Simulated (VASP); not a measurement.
Input of a VASP 6.6.1 run:

The input INCAR:

```
SYSTEM = GaN
ALGO     = Normal         ! electronic algorithm
EDIFF    = 1E-7           ! SCF threshold, eV
ENCUT    = 520            ! plane-wave cutoff, eV
GGA      = PS             ! functional
ISIF     = 2              ! what is computed and relaxed
ISMEAR   = 0              ! smearing method
LASPH    = .TRUE.         ! aspherical terms in the spheres
LCHARG   = .FALSE.        ! write CHGCAR
LREAL    = .FALSE.        ! projectors in reciprocal space
LWAVE    = .FALSE.        ! write WAVECAR
NBANDS   = 16             ! bands
NELM     = 100            ! most SCF steps
PREC     = Accurate       ! precision mode
SIGMA    = 0.03           ! smearing width, eV
```

Contents of KPOINTS:

```
k-points
0
G
  12 12 12
  0 0 0
```

The input POSCAR:

```
GaN
1.0
    0.0000000000      2.1377663421      2.1377663421
    2.1377663421      0.0000000000      2.1377663421
    2.1377663421      2.1377663421      0.0000000000
Ga N
1 1
Direct
    0.0000000000      0.0000000000      0.0000000000
    0.5000000000      0.5000000000      0.5000000000
```

Potentials or basis: VASP PAW PBE potentials, release 64 (Ga_d, N).

Command:

```console
$ cat potpaw_PBE.64/Ga_d/POTCAR potpaw_PBE.64/N/POTCAR > POTCAR
$ mpirun -np 1 vasp_std > vasp.out
```

Question: What does it give for the band gap on the k mesh?

Answer: 0.29 eV, indirect (least direct gap 2.33 eV).

Question: Predict the pressure.

Answer: -7.9 GPa.

Caveat: the PAW data sets were made with another functional, which shifts forces and pressure a little. A k mesh can miss the band edges.
